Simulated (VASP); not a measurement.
# Ni3O (P6_3/mmc) in VASP: notebook

Ni3O is run at these levels: PBE; tasks: single point, relaxation of cell and atoms.

Program: VASP 6.6.1. These are calculated values, not measurements. Logs are shortened: lines on timing, memory, paths and dates and some standing lists are left out, and cuts for length are marked.

## 1. The cell of the first run

It takes space group P6_3/mmc (No. 194, hexagonal). The conventional cell has a = 2.518 Å, b = 2.518 Å, c = 12.116 Å, α = 90.00°, β = 90.00°, γ = 120.00°. Ni (site symmetry 3m) has 3 O at 1.81 Å and 12 Ni at 2.43 to 2.60 Å within 2.6 Å. Ni (site symmetry -6m2) has 12 Ni at 2.43 to 2.52 Å within 3.2 Å. Within 2.4 Å of O (site symmetry -3m) lie 6 Ni at 1.81 Å.

The cell was generated, and may not be a known phase.

## 2. Single point, PBE, collinear spin, antiferromagnetic start

The input, INCAR:

```
PREC = Accurate
ENCUT = 520
EDIFF = 1E-6
ISMEAR = 0
SIGMA = 0.1
LREAL = F
LASPH = T
NELM = 150
ALGO = Normal
ISIF = 2
LWAVE = F
LCHARG = F
ISPIN = 2
MAGMOM = -2 2 2 2 -2 -2 0 0
LORBIT = 11
LMAXMIX = 4
GGA = PE
NBANDS = 50
```

The input, KPOINTS:

```
Automatic mesh
0
Gamma
  6 6 2
```

The input, POSCAR:

```
Ni3O
1.0
    2.5181237500      0.0000000000      0.0000000000
   -1.2590618700      2.1807591400      0.0000000000
    0.0000000000      0.0000000000     12.1160469200
Ni O
6 2
Direct
    0.3333333300      0.6666666700      0.0888872600
    0.6666666700      0.3333333300      0.5888872600
    0.3333333300      0.6666666700      0.4111127400
    0.6666666700      0.3333333300      0.9111127400
    0.3333333300      0.6666666700      0.7500000000
    0.6666666700      0.3333333300      0.2500000000
    0.0000000000      0.0000000000      0.0000000000
    0.0000000000      0.0000000000      0.5000000000
```

Potentials or basis: VASP PAW PBE potentials, release 64 (Ni, O).

Command:

```console
$ cat potpaw_PBE.64/Ni/POTCAR potpaw_PBE.64/O/POTCAR > POTCAR
$ mpirun -np 1 vasp_std > vasp.out
```

OUTCAR:

```text
PREC = Accurate
   ENCUT = 520
   EDIFF = 1E-6
   ISMEAR = 0
   LREAL = F
   LASPH = T
   NELM = 150
   ISIF = 2
   ISPIN = 2
   LORBIT = 11
   GGA = PE

 ion  position               nearest neighbor table
   1  0.333  0.667  0.089-   7 1.81   7 1.81   7 1.81   6 2.43   6 2.43   6 2.43   4 2.60   4 2.60
                             4 2.60
   2  0.667  0.333  0.589-   8 1.81   8 1.81   8 1.81   5 2.43   5 2.43   5 2.43   3 2.60   3 2.60
                             3 2.60
   3  0.333  0.667  0.411-   8 1.81   8 1.81   8 1.81   6 2.43   6 2.43   6 2.43   2 2.60   2 2.60
                             2 2.60
   4  0.667  0.333  0.911-   7 1.81   7 1.81   7 1.81   5 2.43   5 2.43   5 2.43   1 2.60   1 2.60
                             1 2.60
   5  0.333  0.667  0.750-   2 2.43   4 2.43   2 2.43   4 2.43   2 2.43   4 2.43
   6  0.667  0.333  0.250-   1 2.43   3 2.43   1 2.43   3 2.43   1 2.43   3 2.43
   7  0.000  0.000  0.000-   1 1.81   4 1.81   1 1.81   4 1.81   4 1.81   1 1.81
   8  0.000  0.000  0.500-   2 1.81   3 1.81   3 1.81   2 1.81   2 1.81   3 1.81

  LATTYP: Found a hexagonal cell.
 ALAT       =     2.5181237500
 C/A-ratio  =     4.8115375267

  Lattice vectors:

 A1 = (   2.5181237500,   0.0000000000,   0.0000000000)
 A2 = (  -1.2590618700,   2.1807591400,   0.0000000000)
 A3 = (   0.0000000000,   0.0000000000,  12.1160469200)

Analysis of symmetry for initial positions (statically):
=====================================================================
 Subroutine PRICEL returns:
 Original cell was already a primitive cell.

 Routine SETGRP: Setting up the symmetry group for a
 hexagonal supercell.

 Subroutine GETGRP returns: Found 24 space group operations
 (whereof 12 operations were pure point group operations)
 out of a pool of 24 trial point group operations.

The static configuration has the point symmetry D_3d.
 The point group associated with its full space group is D_6h.

Analysis of symmetry for dynamics (positions and initial velocities):
=====================================================================
 Subroutine PRICEL returns:
 Original cell was already a primitive cell.

 Routine SETGRP: Setting up the symmetry group for a
 hexagonal supercell.

 Subroutine GETGRP returns: Found 24 space group operations
 (whereof 12 operations were pure point group operations)
 out of a pool of 24 trial point group operations.

The dynamic configuration has the point symmetry D_3d.
 The point group associated with its full space group is D_6h.

Analysis of structural, dynamic, and magnetic symmetry:
=====================================================================
 Subroutine PRICEL returns:
 Original cell was already a primitive cell.

 Routine SETGRP: Setting up the symmetry group for a
 hexagonal supercell.

 Subroutine GETGRP returns: Found  6 space group operations
 (whereof  6 operations were pure point group operations)
 out of a pool of 24 trial point group operations.

The overall configuration has the point symmetry C_3v.

 Subroutine INISYM returns: Found  6 space group operations
 (whereof  6 operations are pure point group operations),
 and found     1 'primitive' translations

----------------------------------------------------------------------------------------

                                     Primitive cell

  volume of cell :      66.5343

  direct lattice vectors                    reciprocal lattice vectors
     2.518123750  0.000000000  0.000000000     0.397121071  0.229277956  0.000000000
    -1.259061870  2.180759140  0.000000000     0.000000000  0.458555914  0.000000000
     0.000000000  0.000000000 12.116046920     0.000000000  0.000000000  0.082535171

  length of vectors
     2.518123750  2.518123750 12.116046920     0.458555914  0.458555914  0.082535171

  position of ions in fractional coordinates (direct lattice)
     0.333333330  0.666666670  0.088887260
     0.666666670  0.333333330  0.588887260
     0.333333330  0.666666670  0.411112740
     0.666666670  0.333333330  0.911112740
     0.333333330  0.666666670  0.750000000
     0.666666670  0.333333330  0.250000000
[... 52 lines left out ...]
  0.500000 -0.000000  0.500000      3.000000
  0.166667  0.166667  0.500000      6.000000
  0.333333  0.166667  0.500000     12.000000
  0.333333  0.333333  0.500000      2.000000
   k-points           NKPTS =     14   k-points in BZ     NKDIM =     14   number of bands    NBANDS=     50
   number of dos      NEDOS =    301   number of ions     NIONS =      8
   total plane-waves  NPLWV =  36000
   dimension x,y,z NGX =    20 NGY =   20 NGZ =   90
   dimension x,y,z NGXF=    40 NGYF=   40 NGZF=  180
   ions per type =               6   2
   NGX,Y,Z   is equivalent  to a cutoff of  13.20, 13.20, 12.35 a.u.
   NGXF,Y,Z  is equivalent  to a cutoff of  26.41, 26.41, 24.70 a.u.
 SYSTEM =  unknown system
   PREC   = accura    normal or accurate (medium, high low for compatibility)
   ISTART =      0    job   : 0-new  1-cont  2-samecut
   ICHARG =      2    charge: 1-file 2-atom 10-const
   ISPIN  =      2    spin polarized calculation?
   LNONCOLLINEAR =      F non collinear calculations
   LSORBIT =      F    spin-orbit coupling
   LASPH  =      T    aspherical Exc in radial PAW
   ENCUT  =  520.0 eV  38.22 Ry    6.18 a.u.   4.68  4.68 22.53*2*pi/ulx,y,z
   NELM   =    150;   NELMIN=  2; NELMDL= -5     # of ELM steps
   EDIFF  = 0.1E-05   stopping-criterion for ELM
   LREAL  =      F    real-space projection
[... 7 lines left out ...]
   TEBEG  =    0.0;   TEEND  =   0.0 temperature during run
   PSTRESS=    0.0 pullay stress
   NELECT =      72.0000    total number of electrons
   NUPDOWN=      -1.0000    fix difference up-down
   EMIN   =  10.00;   EMAX   =-10.00  energy-range for DOS
   EFERMI =   0.00;   METHOD = LEGACY
   ISMEAR =     0;   SIGMA  =   0.10  broadening in eV -4-tet -1-fermi 0-gaus
   EFERMI_NEDOS =   21; number of points for ismear=-14 and -15
   IALGO  =     38    algorithm
   IMIX   =      4    mixing-type and parameters
     AMIX     =   0.40;   BMIX     =  1.00
     AMIX_MAG =   1.60;   BMIX_MAG =  1.00
  volume/ion in A,a.u.               =       8.32        56.12
  Fermi-wavevector in a.u.,A,eV,Ry     =   1.680752  3.176162 38.435490  2.824929
  Thomas-Fermi vector in A             =   2.764431
   LORBIT       =     11    0 simple, 1 ext, 2 COOP (PROOUT), +10 PAW based schemes
   GGA     = PE    functional components
   LHFCALC =     F    Hartree Fock is set to
   AEXX    =    0.0000 exact exchange contribution
   IVDW    =     0    specifies the selected vdW correction
   LEPSILON=     F    determine dielectric tensor
   LRPA    =     F    only Hartree local field effects (RPA)
 spin polarized calculation
 Gauss-broadening in eV      SIGMA  =   0.10
  energy-cutoff  :      520.00
  volume of cell :       66.53
 maximum number of plane-waves:      1821
 NGX is ok and might be reduce to    20
   NGX =  9   NGY =  9   NGZ = 45

 number of electron      71.9999992 magnetization      -0.0002487

 number of electron      71.9999992 magnetization       0.0009451

 Free energy of the ion-electron system (eV)
  ---------------------------------------------------
  ext. energy  EPLUGINS =         0.00000000
  ---------------------------------------------------
  free energy    TOTEN  =       -39.23844071 eV

  energy without entropy =      -39.18065455  energy(sigma->0) =      -39.20954763

 E-fermi :  11.8860     XC(G=0): -14.0918

 val. band max:       11.8823234794   @ k =   0.5000  -0.0000   0.0000
 cond. band min:      11.9139805401   @ k =   0.5000  -0.0000   0.0000
 fundamental gap:      0.0316570606
 Fermi energy:        11.8860120594

 spin component 1

 k-point     1 :       0.0000    0.0000    0.0000
  band No.  band energies     occupation
      1     -12.4392      1.00000
      2     -12.3290      1.00000
      3       0.5408      1.00000
      4       0.7896      1.00000
      5       4.0506      1.00000
      6       4.2423      1.00000
[... 703 lines left out ...]
     47      21.8930      0.00000
     48      21.8935      0.00000
 Fermi energy:        11.8860120594

 spin component 2

 k-point     1 :       0.0000    0.0000    0.0000
  band No.  band energies     occupation
      1     -12.4391      1.00000
      2     -12.3290      1.00000
      3       0.5408      1.00000
      4       0.7897      1.00000
      5       4.0506      1.00000
      6       4.2423      1.00000
[... 703 lines left out ...]
     47      21.8930      0.00000
     48      21.8935      0.00000
 [bands above 48 left out]

------------------------ aborting loop because EDIFF is reached ----------------------------------------

  FORCE on cell =-STRESS in cart. coord.  units (eV):
  Direction    XX          YY          ZZ          XY          YZ          ZX
  --------------------------------------------------------------------------------------
  -------------------------------------------------------------------------------------
  Total       30.6314207     30.6314208     32.9480522      0.0000001      0.0000000      0.0000000
  in kB      737.6188488    737.6188506    793.4044121      0.0000017      0.0000000      0.0000000
  external PRESSURE =     756.2140372 kB  Pullay stress =       0.0000000 kB

 VOLUME and BASIS-vectors are now :
 -----------------------------------------------------------------------------
  energy-cutoff  :      520.00
  volume of cell :       66.53
      direct lattice vectors                 reciprocal lattice vectors
     2.518123750  0.000000000  0.000000000     0.397121071  0.229277956  0.000000000
    -1.259061870  2.180759140  0.000000000     0.000000000  0.458555914  0.000000000
     0.000000000  0.000000000 12.116046920     0.000000000  0.000000000  0.082535171

 POSITION                                       TOTAL-FORCE (eV/Angst)
 -----------------------------------------------------------------------------------
     -0.00000      1.45384      1.07696         0.000000     -0.000000      5.886864
      1.25906      0.72692      7.13499         0.000000     -0.000000      5.888218
     -0.00000      1.45384      4.98106        -0.000000     -0.000000     -5.886337
      1.25906      0.72692     11.03908        -0.000000      0.000000     -5.887689
     -0.00000      1.45384      9.08704        -0.000000      0.000000      0.000055
      1.25906      0.72692      3.02901         0.000000      0.000000     -0.000391
      0.00000      0.00000      0.00000         0.000000     -0.000000     -0.004908
      0.00000      0.00000      6.05802         0.000000     -0.000000      0.004188
 -----------------------------------------------------------------------------------
    total drift:                               -0.000000      0.000000     -0.000494

  FREE ENERGIE OF THE ION-ELECTRON SYSTEM (eV)
  ---------------------------------------------------
  free  energy   TOTEN  =       -39.2384407053 eV

  energy  without entropy=      -39.1806545480  energy(sigma->0) =      -39.20954763

 total charge

# of ion       s       p       d       tot
------------------------------------------
    1        0.498   0.749   8.589   9.836
    2        0.498   0.749   8.590   9.837
    3        0.498   0.749   8.589   9.836
    4        0.498   0.749   8.590   9.837
    5        0.503   0.518   8.373   9.394
    6        0.504   0.518   8.372   9.393
    7        1.577   3.625   0.000   5.202
    8        1.577   3.625   0.000   5.202
--------------------------------------------------
tot          6.152  11.281  51.103  68.536

 magnetization (x)

# of ion       s       p       d       tot
------------------------------------------
    1       -0.002  -0.002  -0.238  -0.242
    2        0.002   0.003   0.206   0.211
    3        0.002   0.002   0.239   0.243
    4       -0.002  -0.003  -0.206  -0.211
    5       -0.000  -0.000   0.001   0.001
    6       -0.000  -0.000  -0.000  -0.000
    7       -0.010  -0.059   0.000  -0.069
    8        0.010   0.059   0.000   0.069
--------------------------------------------------
tot          0.000   0.000   0.001   0.001
```

Run time: 3.6 min. Hardware: 1 thread of AMD EPYC 9R45 (Zen 5), shared host; peak memory 0.22 GiB.

What came out:

```yaml
Free_energy: -39.2384 eV
Pressure: 75.6 GPa
Largest_force: 5.888 eV/Å
Band_gap_on_the_k_mesh: zero (filled and empty bands overlap)
Net_moment: 0.00 μB per cell
Site_moments: Ni -0.24, +0.21, +0.24, -0.21, +0.00, -0.00; O -0.07, +0.07 μB
Valence_electrons_inside_the_program's_atomic_spheres: Ni 9.84, 9.39 (each value once); O 5.20
```

Forces on the atoms (eV/Å):
```
Ni   0.000  0.000  5.887
Ni   0.000  0.000  5.888
Ni   0.000  0.000 -5.886
Ni   0.000  0.000 -5.888
Ni   0.000  0.000  0.000
Ni   0.000  0.000  0.000
O    0.000  0.000 -0.005
O    0.000  0.000  0.004
```

Stress tensor (GPa, compression positive):
```
73.76  0.00  0.00
 0.00 73.76  0.00
 0.00  0.00 79.34
```

Levels at points of the mesh, in eV from the Fermi level:
Spin up:
```tsv
k point	band 34	band 35	band 36	band 37	band 38	band 39
(0.00, 0.00, 0.00)	-1.15	-0.94	-0.94	-0.55	-0.55	0.52
(0.50, 0.00, 0.00)	-0.05	0.00	0.03	0.31	0.82	1.52
(0.00, 0.00, 0.50)	-1.27	-0.74	-0.74	-0.74	-0.74	0.56
(0.50, 0.00, 0.50)	-0.04	-0.02	-0.01	0.46	0.74	1.58
```
Spin down:
```tsv
k point	band 32	band 33	band 34	band 35	band 36	band 37	band 38	band 39	band 40	band 41
(0.00, 0.00, 0.00)	-1.36	-1.36	-1.15	-0.94	-0.94	-0.55	-0.55	0.52	0.52	0.89
(0.50, 0.00, 0.00)	-0.56	-0.14	-0.05	0.00	0.03	0.31	0.82	1.52	1.66	3.89
(0.00, 0.00, 0.50)	-1.39	-1.39	-1.27	-0.74	-0.74	-0.74	-0.74	0.56	0.56	0.87
(0.50, 0.00, 0.50)	-0.69	-0.04	-0.04	-0.02	-0.01	0.46	0.74	1.58	1.58	3.89
```

Caveat: the k points lie up to 0.48 Å⁻¹ apart, too coarse for converged energies and pressures of a metal; forces of over 1 eV/Å act on the atoms, so gaps and moduli don't describe the material at rest.

## 3. Relaxation of cell and atoms, PBE, collinear spin, antiferromagnetic start

The input, INCAR:

```
ALGO = Normal
EDIFF = 1E-6
EDIFFG = -0.04
ENCUT = 600
GGA = PE
IBRION = 2
ISIF = 3
ISMEAR = 0
ISPIN = 2
LASPH = T
LCHARG = F
LMAXMIX = 4
LORBIT = 11
LREAL = F
LWAVE = F
MAGMOM = -2 2 2 2 -2 -2 0 0
NELM = 150
NSW = 90
PREC = Accurate
SIGMA = 0.1
```

The input, KPOINTS:

```
k-points
0
Gamma
  6 6 2
```

POSCAR is that of step 2.

Potentials or basis: VASP PAW PBE potentials, release 64 (Ni, O).

Command:

```console
$ cat potpaw_PBE.64/Ni/POTCAR potpaw_PBE.64/O/POTCAR > POTCAR
$ mpirun -np 1 vasp_std > vasp.out
```

Wall time 28 min (1 thread of AMD EPYC 9R45 (Zen 5), shared host); peak memory 0.24 GiB.

Results (log left out):

| Item | Value |
| --- | --- |
| Free energy | -43.6697 eV |
| Relaxed volume | 9.94 Å³/atom |
| Relaxed cell | a = 2.634 Å, b = 2.634 Å, c = 13.235 Å, α = 90.00°, β = 90.00°, γ = 120.00° |
| Space group after relaxing (to 0.1 Å) | P6_3/mmc (No. 194) |
| Energy gained by relaxing | 553.0 meV/atom |
| Ionic steps | 13 |
| Pressure after relaxing | 0.1 GPa |
| Largest force after relaxing | 0.008 eV/Å |
| Band gap on the k mesh | zero (filled and empty bands overlap) |
| Net moment | 0.00 μB per cell |
| Valence electrons inside the program's atomic spheres | Ni 9.22, 9.23 (each value once); O 4.95 |

Forces on the atoms (eV/Å):
```
Ni   0.000  0.000 -0.008
Ni   0.000  0.000 -0.008
Ni   0.000  0.000  0.008
Ni   0.000  0.000  0.008
Ni   0.000  0.000  0.000
Ni   0.000  0.000  0.000
O    0.000  0.000  0.001
O    0.000  0.000  0.000
```

The path:
```
step  energy change (eV)  largest force (eV/Å)  pressure (GPa)  volume (Å³)
   1              0.0000                5.8836           75.40        66.53
   2              0.2807                1.2387          -30.63       111.78
   3             -4.2821                0.3143           -7.14        83.77
   4             -4.3132                0.4998           -4.45        82.54
   5             -4.3182                0.6332           -2.56        81.72
   6             -4.3965                0.2777           -0.19        80.25
   7             -4.4127                0.0253            1.26        79.30
   8             -4.4195                0.0999           -0.79        79.99
   9             -4.4196                0.0869           -0.83        79.92
  10             -4.4232                0.0597           -0.29        79.65
  11             -4.4235                0.0451           -0.01        79.51
  12             -4.4235                0.0492           -0.09        79.55
  13             -4.4238                0.0081            0.12        79.51
```

Final structure:
```
Ni O
1.0
     2.63377    0.00000    0.00000
    -1.31689    2.28091    0.00000
     0.00000    0.00000   13.23461
Ni O
6 2
Direct
  0.33333 0.66667 0.10354
  0.66667 0.33333 0.60354
  0.33333 0.66667 0.39646
  0.66667 0.33333 0.89646
  0.33333 0.66667 0.75000
  0.66667 0.33333 0.25000
  0.00000 0.00000 0.99999
  0.00000 0.00000 0.50000
```

Levels at points of the mesh, in eV from the Fermi level:
Spin up:
| k point | band 32 | band 33 | band 34 | band 35 | band 36 | band 37 | band 38 | band 39 | band 40 | band 41 |
| --- | --- | --- | --- | --- | --- | --- | --- | --- | --- | --- |
| (0.00, 0.00, 0.00) | -0.96 | -0.93 | -0.93 | -0.78 | -0.78 | -0.39 | -0.39 | 0.30 | 0.30 | 0.50 |
| (0.50, 0.00, 0.00) | -0.18 | -0.13 | -0.05 | -0.04 | 0.26 | 0.26 | 0.64 | 1.51 | 1.83 | 3.13 |
| (0.00, 0.00, 0.50) | -0.97 | -0.97 | -0.97 | -0.58 | -0.58 | -0.58 | -0.58 | 0.42 | 0.42 | 0.42 |
| (0.50, 0.00, 0.50) | -0.21 | -0.06 | -0.06 | 0.07 | 0.07 | 0.49 | 0.49 | 1.65 | 1.65 | 3.14 |
Spin down:
| k point | band 33 | band 34 | band 35 | band 36 | band 37 | band 38 | band 39 | band 40 |
| --- | --- | --- | --- | --- | --- | --- | --- | --- |
| (0.00, 0.00, 0.00) | -0.93 | -0.93 | -0.78 | -0.78 | -0.39 | -0.39 | 0.30 | 0.30 |
| (0.50, 0.00, 0.00) | -0.13 | -0.05 | -0.04 | 0.26 | 0.26 | 0.64 | 1.51 | 1.83 |
| (0.00, 0.00, 0.50) | -0.97 | -0.97 | -0.58 | -0.58 | -0.58 | -0.58 | 0.41 | 0.41 |
| (0.50, 0.00, 0.50) | -0.06 | -0.06 | 0.07 | 0.07 | 0.49 | 0.49 | 1.65 | 1.65 |

Caveat: the k points lie up to 0.46 Å⁻¹ apart in the final cell, too coarse for converged energies and pressures of a metal; the volume moved by over 15 % at a fixed basis, so the end points are rough; the moments typed at the start vanished in this run.

The gap in the log of VASP goes by the Fermi energy; the results here count the filled bands.